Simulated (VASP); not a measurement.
# BeZn3Te4 in VASP: further runs, part 2 of 2

VASP 6.6.1. The steps go on from the part before.

## (3) Single point, PBE

This run uses another cell than the first one, of the same volume but with other edges.

INCAR reads:

```
PREC     = Accurate       # precision mode
ENCUT    = 520            # plane-wave cutoff, eV
EDIFF    = 1E-7           # SCF threshold, eV
ISMEAR   = 0              # smearing method
SIGMA    = 0.1            # smearing width, eV
LREAL    = False          # projectors in reciprocal space
LASPH    = True           # aspherical terms in the spheres
NELM     = 80             # most SCF steps
ALGO     = Normal         # electronic algorithm
ISIF     = 2              # what is computed and relaxed
LWAVE    = False          # write WAVECAR
LCHARG   = True           # write CHGCAR
GGA      = PE             # functional
LELF     = True           # ELF
LVHAR    = True         
NBANDS   = 41             # bands
```

KPOINTS reads:

```
Automatic mesh
0
Gamma
  4 4 4
```

POSCAR reads:

```
BeZn3Te4
1.0
    6.0516835015      0.0002626053      0.0004069771
    0.0002597195      6.0521605769     -0.0003897869
   -3.0256027994     -3.0266219472      6.0368796406
Be Zn Te
1 3 4
Direct
    0.5000493553      0.4999053699     -0.0000583105
    0.0001917870     -0.0001138186      0.0000306140
    0.7497954305      0.2500516620      0.4999455094
    0.2499258589      0.7502171449      0.5001062851
    0.8542696843      0.8543685662      0.2382135477
    0.3838298729      0.3840362549      0.2382471937
    0.6162610844      0.1455966483      0.7618117613
    0.1456769265      0.6159381726      0.7617033992
```

Potentials or basis: VASP PAW PBE potentials, release 64 (Be, Zn, Te).

Launch:

```
> cat potpaw_PBE.64/Be/POTCAR potpaw_PBE.64/Zn/POTCAR potpaw_PBE.64/Te/POTCAR > POTCAR
> mpirun -np 1 vasp_std > vasp.out
```

OUTCAR:

```text
PREC = Accurate
   ENCUT = 520
   EDIFF = 1E-7
   ISMEAR = 0
   LREAL = False
   LASPH = True
   NELM = 80
   ISIF = 2
   GGA = PE

 ion  position               nearest neighbor table
   1  0.500  0.500  1.000-   7 2.47   8 2.47   5 2.47   6 2.47
   2  0.000  1.000  0.000-   8 2.68   6 2.68   5 2.68   7 2.68
   3  0.750  0.250  0.500-   6 2.66   7 2.66   5 2.66   8 2.66
   4  0.250  0.750  0.500-   7 2.66   5 2.66   8 2.66   6 2.66
   5  0.854  0.854  0.238-   1 2.47   4 2.66   3 2.66   2 2.68
   6  0.384  0.384  0.238-   1 2.47   3 2.66   4 2.66   2 2.68
   7  0.616  0.146  0.762-   1 2.47   4 2.66   3 2.66   2 2.68
   8  0.146  0.616  0.762-   1 2.47   4 2.66   3 2.66   2 2.68

  LATTYP: Found a triclinic cell.
 ALAT       =     7.3999073309
 B/A-ratio  =     0.8178697819
 C/A-ratio  =     0.8178053116
 COS(alpha) =     0.0000863029
 COS(beta)  =     0.4088332474
 COS(gamma) =     0.4090781742

  Lattice vectors:

 A1 = (   3.0256027994,   3.0266219472,  -6.0368796406)
 A2 = (   0.0002597195,   6.0521605769,  -0.0003897869)
 A3 = (   6.0516835015,   0.0002626053,   0.0004069771)

Analysis of symmetry for initial positions (statically):
=====================================================================
 Subroutine PRICEL returns:
 Original cell was already a primitive cell.

 Routine SETGRP: Setting up the symmetry group for a
 triclinic supercell.

 Subroutine GETGRP returns: Found  1 space group operations
 (whereof  1 operations were pure point group operations)
 out of a pool of  2 trial point group operations.

The static configuration has the point symmetry C_1 .

Analysis of symmetry for dynamics (positions and initial velocities):
=====================================================================
 Subroutine PRICEL returns:
 Original cell was already a primitive cell.

 Routine SETGRP: Setting up the symmetry group for a
 triclinic supercell.

 Subroutine GETGRP returns: Found  1 space group operations
 (whereof  1 operations were pure point group operations)
 out of a pool of  2 trial point group operations.

The dynamic configuration has the point symmetry C_1 .

 Subroutine INISYM returns: Found  1 space group operations
 (whereof  1 operations are pure point group operations),
 and found     1 'primitive' translations

----------------------------------------------------------------------------------------

                                     Primitive cell

  volume of cell :     221.1056

  direct lattice vectors                    reciprocal lattice vectors
     6.051683502  0.000262605  0.000406977     0.165237706 -0.000001757  0.082814032
     0.000259720  6.052160577 -0.000389787    -0.000012741  0.165235585  0.082835360
    -3.025602799 -3.026621947  6.036879641    -0.000011140  0.000010669  0.165648256

  length of vectors
     6.051683521  6.052160595  7.399907331     0.184828741  0.184836402  0.165648257

  position of ions in fractional coordinates (direct lattice)
     0.500049355  0.499905370  0.999941689
     0.000191787  0.999886181  0.000030614
     0.749795431  0.250051662  0.499945509
     0.249925859  0.750217145  0.500106285
[... 38 lines left out ...]
 ===========================================

 Found     36 irreducible k-points:

 Following reciprocal coordinates:
            Coordinates               Weight
  0.000000  0.000000  0.000000      1.000000
  0.250000 -0.000000  0.000000      2.000000
  0.500000 -0.000000  0.000000      1.000000
  0.000000  0.250000 -0.000000      2.000000
  0.250000  0.250000  0.000000      2.000000
  0.500000  0.250000  0.000000      2.000000
[... 16 lines left out ...]
 -0.000000 -0.250000  0.250000      2.000000
  0.250000 -0.250000  0.250000      2.000000
 [... further k-points ...]
   k-points           NKPTS =     36   k-points in BZ     NKDIM =     36   number of bands    NBANDS=     41
   number of dos      NEDOS =    301   number of ions     NIONS =      8
   total plane-waves  NPLWV = 129024
   dimension x,y,z NGX =    48 NGY =   48 NGZ =   56
   dimension x,y,z NGXF=    96 NGYF=   96 NGZF=  112
   ions per type =               1   3   4
   NGX,Y,Z   is equivalent  to a cutoff of  13.19, 13.19, 12.58 a.u.
   NGXF,Y,Z  is equivalent  to a cutoff of  26.37, 26.37, 25.16 a.u.
 SYSTEM =  unknown system
   PREC   = accura    normal or accurate (medium, high low for compatibility)
   ISTART =      0    job   : 0-new  1-cont  2-samecut
   ICHARG =      2    charge: 1-file 2-atom 10-const
   ISPIN  =      1    spin polarized calculation?
   LNONCOLLINEAR =      F non collinear calculations
   LSORBIT =      F    spin-orbit coupling
   LASPH  =      T    aspherical Exc in radial PAW
   ENCUT  =  520.0 eV  38.22 Ry    6.18 a.u.  11.25 11.25 13.76*2*pi/ulx,y,z
   NELM   =     80;   NELMIN=  2; NELMDL= -5     # of ELM steps
   EDIFF  = 0.1E-06   stopping-criterion for ELM
   LREAL  =      F    real-space projection
   EDIFFG = 0.1E-05   stopping-criterion for IOM
   NSW    =      0    number of steps for IOM
   IBRION =     -1    ionic relax: 0-MD 1-quasi-New 2-CG
   NFREE  =      0    steps in history (QN), initial steepest desc. (CG)
   ISIF   =      2    stress and relaxation
   ISYM   =      2    0-nonsym 1-usesym 2-fastsym
   POTIM  = 0.5000    time-step for ionic-motion
   TEBEG  =    0.0;   TEEND  =   0.0 temperature during run
   PSTRESS=    0.0 pullay stress
   NELECT =      62.0000    total number of electrons
   NUPDOWN=      -1.0000    fix difference up-down
   EMIN   =  10.00;   EMAX   =-10.00  energy-range for DOS
   EFERMI =   0.00;   METHOD = LEGACY
   ISMEAR =     0;   SIGMA  =   0.10  broadening in eV -4-tet -1-fermi 0-gaus
   EFERMI_NEDOS =   21; number of points for ismear=-14 and -15
   IALGO  =     38    algorithm
   IMIX   =      4    mixing-type and parameters
     AMIX     =   0.40;   BMIX     =  1.00
     AMIX_MAG =   1.60;   BMIX_MAG =  1.00
  volume/ion in A,a.u.               =      27.64       186.51
  Fermi-wavevector in a.u.,A,eV,Ry     =   1.071533  2.024903 15.621972  1.148183
  Thomas-Fermi vector in A             =   2.207276
   LORBIT       =      0    0 simple, 1 ext, 2 COOP (PROOUT), +10 PAW based schemes
   GGA     = PE    functional components
   LHFCALC =     F    Hartree Fock is set to
   AEXX    =    0.0000 exact exchange contribution
   IVDW    =     0    specifies the selected vdW correction
   LEPSILON=     F    determine dielectric tensor
   LRPA    =     F    only Hartree local field effects (RPA)
 non-spin polarized calculation
 Gauss-broadening in eV      SIGMA  =   0.10
  energy-cutoff  :      520.00
  volume of cell :      221.11
 maximum number of plane-waves:      6014
 NGX is ok and might be reduce to    48

 number of electron      61.9999996 magnetization

 Free energy of the ion-electron system (eV)
  ---------------------------------------------------
  ext. energy  EPLUGINS =         0.00000000
  ---------------------------------------------------
  free energy    TOTEN  =       -23.11861663 eV

  energy without entropy =      -23.11861663  energy(sigma->0) =      -23.11861663

 E-fermi :   3.7985     XC(G=0):  -8.8593

 val. band max:        3.3208690453   @ k =   0.0000   0.0000   0.0000
 cond. band min:       4.9272392941   @ k =   0.0000   0.0000   0.0000
 fundamental gap:      1.6063702488
 Fermi energy:         3.7985469930

 k-point     1 :       0.0000    0.0000    0.0000
  band No.  band energies     occupation
      1      -8.3914      2.00000
      2      -7.1416      2.00000
      3      -7.1268      2.00000
      4      -7.1260      2.00000
      5      -3.4649      2.00000
      6      -3.4460      2.00000
[... 1045 lines left out ...]
     40       8.7244      0.00000
     41       9.1195      0.00000

 [... further k-points ...]
[... 5 lines left out ...]
  --------------------------------------------------------------------------------------
  -------------------------------------------------------------------------------------
  Total        0.1194588      0.1158433      0.1245444     -0.0038459      0.0046562     -0.0055838
  in kB        0.8656231      0.8394244      0.9024746     -0.0278682      0.0337398     -0.0404616
  external PRESSURE =       0.8691740 kB  Pullay stress =       0.0000000 kB

 VOLUME and BASIS-vectors are now :
 -----------------------------------------------------------------------------
  energy-cutoff  :      520.00
  volume of cell :      221.11
      direct lattice vectors                 reciprocal lattice vectors
     6.051683502  0.000262605  0.000406977     0.165237706 -0.000001757  0.082814032
     0.000259720  6.052160577 -0.000389787    -0.000012741  0.165235585  0.082835360
    -3.025602799 -3.026621947  6.036879641    -0.000011140  0.000010669  0.165648256

 POSITION                                       TOTAL-FORCE (eV/Angst)
 -----------------------------------------------------------------------------------
      0.00084     -0.00081      6.03654        -0.000447      0.000288      0.001468
      0.00133      6.05138     -0.00020        -0.001233      0.000978      0.000690
      3.02495      0.00040      3.01832         0.001355     -0.000191     -0.000613
     -0.00046      3.02687      3.01889         0.000507     -0.001279     -0.001186
      4.44925      4.45002      1.43808         0.001486      0.001183      0.000521
      1.60208      1.60327      1.43828        -0.000439     -0.002588     -0.000060
      1.42452     -1.42438      4.59916        -0.000566     -0.000795     -0.000465
     -1.42286      1.42241      4.59813        -0.000664      0.002405     -0.000355
 -----------------------------------------------------------------------------------
    total drift:                                0.000074      0.000004      0.000025

  FREE ENERGIE OF THE ION-ELECTRON SYSTEM (eV)
  ---------------------------------------------------
  free  energy   TOTEN  =       -23.1186166281 eV

  energy  without entropy=      -23.1186166281  energy(sigma->0) =      -23.11861663
```

Wall time 8.8 min (1 thread of Intel Xeon 8259CL, shared host); peak memory 0.52 GiB.

Results:

- Free energy: -23.1186 eV
- Pressure: 0.1 GPa
- Band gap on the k mesh: 1.61 eV

Forces on the atoms (eV/Å):
```
Be   0.000  0.000  0.001
Zn  -0.001  0.001  0.001
Zn   0.001  0.000 -0.001
Zn   0.001 -0.001 -0.001
Te   0.001  0.001  0.001
Te   0.000 -0.003  0.000
Te  -0.001 -0.001  0.000
Te  -0.001  0.002  0.000
```

Levels at points of the mesh, in eV from the valence-band top:
| k point | band 27 | band 28 | band 29 | band 30 | band 31 | band 32 | band 33 | band 34 | band 35 | band 36 |
| --- | --- | --- | --- | --- | --- | --- | --- | --- | --- | --- |
| (0.00, 0.00, 0.00) | -2.07 | -2.07 | -0.04 | 0.00 | 0.00 | 1.61 | 2.21 | 2.34 | 4.13 | 4.13 |
| (0.50, 0.00, 0.00) | -1.78 | -1.67 | -1.63 | -1.01 | -0.87 | 3.10 | 3.45 | 3.81 | 3.86 | 3.86 |
| (0.00, 0.50, 0.00) | -1.79 | -1.67 | -1.63 | -1.01 | -0.87 | 3.10 | 3.45 | 3.81 | 3.86 | 3.86 |
| (0.50, 0.50, 0.00) | -1.06 | -0.94 | -0.87 | -0.78 | -0.66 | 1.79 | 1.95 | 3.36 | 3.46 | 4.65 |
| (0.00, 0.00, 0.50) | -2.04 | -1.42 | -1.42 | -1.15 | -1.15 | 2.04 | 2.26 | 2.41 | 2.41 | 2.67 |
| (0.50, 0.00, 0.50) | -1.78 | -1.67 | -1.63 | -1.01 | -0.87 | 3.10 | 3.45 | 3.81 | 3.86 | 3.86 |
| (0.00, 0.50, 0.50) | -1.79 | -1.67 | -1.63 | -1.01 | -0.87 | 3.10 | 3.45 | 3.81 | 3.86 | 3.86 |
| (0.50, 0.50, 0.50) | -1.06 | -0.94 | -0.86 | -0.78 | -0.66 | 1.79 | 1.95 | 3.36 | 3.46 | 4.65 |

Caveat: spin-orbit coupling is left out, which moves the levels of the heavy elements.
